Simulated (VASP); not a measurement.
Write the native input for VASP 6.6.1 that does the following.

| Quantity | Value |
| --- | --- |
| Task | relaxation of cell and atoms |
| Functional | PBEsol |
| Potentials or basis | VASP PAW PBE potentials, release 64 (B, P) |
| Cutoff | 500 eV |
| k mesh | 12 × 12 × 12 |
| Occupations | gaussian, width 0.01 eV |
| Spin | no spin polarisation |
| Target pressure | 50 GPa |
| Dipole correction | no |
| Further INCAR settings | ALGO = Normal; EDIFF = 1e-07; IBRION = 2; EDIFFG = -0.001; NSW = 80; ISIF = 3 |

The structure of BP lies in POSCAR:

```
BP
1.0
    0.0000000000      2.1124788745      2.1124788745
    2.1124788745      0.0000000000      2.1124788745
    2.1124788745      2.1124788745      0.0000000000
B P
1 1
Direct
    0.0000000000      0.0000000000      0.0000000000
    0.7500000000      0.7500000000      0.7500000000
```

The input as run:

INCAR

```
ALGO     = Normal         # electronic algorithm
EDIFF    = 1E-7           # SCF threshold, eV
EDIFFG   = -0.001         # ionic threshold
ENCUT    = 500            # plane-wave cutoff, eV
GGA      = PS             # functional
GGA_COMPAT= False        
IBRION   = 2              # ionic algorithm
ISIF     = 3              # what is computed and relaxed
ISMEAR   = 0              # smearing method
LASPH    = True           # aspherical terms in the spheres
LCHARG   = False          # write CHGCAR
LREAL    = False          # projectors in reciprocal space
LWAVE    = False          # write WAVECAR
NELM     = 120            # most SCF steps
NELMIN   = 4            
NSW      = 80             # ionic steps
PREC     = Accurate       # precision mode
PSTRESS  = 500.0        
SIGMA    = 0.01           # smearing width, eV
```

KPOINTS

```
k-points
0
Gamma
  12 12 12
```

Potentials or basis: VASP PAW PBE potentials, release 64 (B, P).

Run with:

```sh
$ cat potpaw_PBE.64/B/POTCAR potpaw_PBE.64/P/POTCAR > POTCAR
$ mpirun -np 1 vasp_std > vasp.out
```

It gave:

```yaml
Relaxed_volume: 9.43 Å³/atom
Relaxed_cell: a = 2.988 Å, b = 2.988 Å, c = 2.988 Å, α = 60.00°, β = 60.00°, γ = 60.00°
Space_group_after_relaxing_to_0.1_Å: F-43m (No. 216)
Energy_change_on_relaxing_the_run_minimises_the_enthalpy: -0.6 meV/atom
Ionic_steps: 3
Pressure_after_relaxing: 50.0 GPa
Band_gap_on_the_k_mesh: 0.78 eV (least direct gap 3.79 eV)
```

Caveat: the cell is relaxed towards a set pressure, so the run minimises the enthalpy, not the energy; semilocal functionals underestimate gaps, and a narrow one can read as zero; the PAW data sets were made with another functional, which shifts forces and pressure a little.

It took 20 s on 1 thread of AMD EPYC 7R43 64-Core Processor (Zen 3), with other jobs on the host, peak memory 0.1 GiB.
